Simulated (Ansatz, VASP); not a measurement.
# One calculation of Hf2Pd2Se2Br2O3, two programs

```
Hf Pd Se Br O
1.0
     5.76069    0.00496   -0.00286
    -0.52750    5.84664    0.03413
    -1.48435   -0.92642    6.64586
Hf Pd Se Br O
2 2 2 2 3
Direct
  0.74540 0.39602 0.34989
  0.28763 0.45322 0.59401
  0.90854 0.13294 0.84849
  0.25249 0.90323 0.35874
  0.63469 0.40355 0.93716
  0.62597 0.78174 0.53023
  0.85273 0.99089 0.15355
  0.22526 0.82084 0.86223
  0.96040 0.28925 0.59026
  0.43233 0.24524 0.40864
  0.07457 0.58308 0.36682
```

Alike in both runs: functional LDA; k mesh 4 × 4 × 3; occupations fermi-dirac, width 0.05 eV; no spin polarisation.

```csv
,VASP,Ansatz
version,VASP 6.6.1,Ansatz 0.2.0
potentials or method,"VASP PAW LDA potentials, release 64 (Hf_pv, Pd, Se, Br, O), cutoff 520 eV","all-electron LAPW, scalar-relativistic"
task,single point,band structure
```

```tsv
	VASP	Ansatz	Ansatz less VASP
gap on the k mesh at the Fermi level (eV)	0.15	0.17	+0.026
least direct gap on the mesh (eV)	0.30	0.32	+0.015
pressure (GPa)	-7.6	-7.2	+0.36
traceless stress, the component that is largest in VASP (GPa)	0.53	0.47	-0.056
rms of the force components (eV/Å)	0.211	0.176	-0.0359
```

LDA's correlation is that of Perdew and Zunger in VASP and of Perdew and Wang (1992) in Ansatz. Atom by atom the forces differ by 0.058 eV/Å (rms over components). Ansatz ran all-electron here, and VASP with PAW potentials.

Spin-orbit coupling is off throughout.
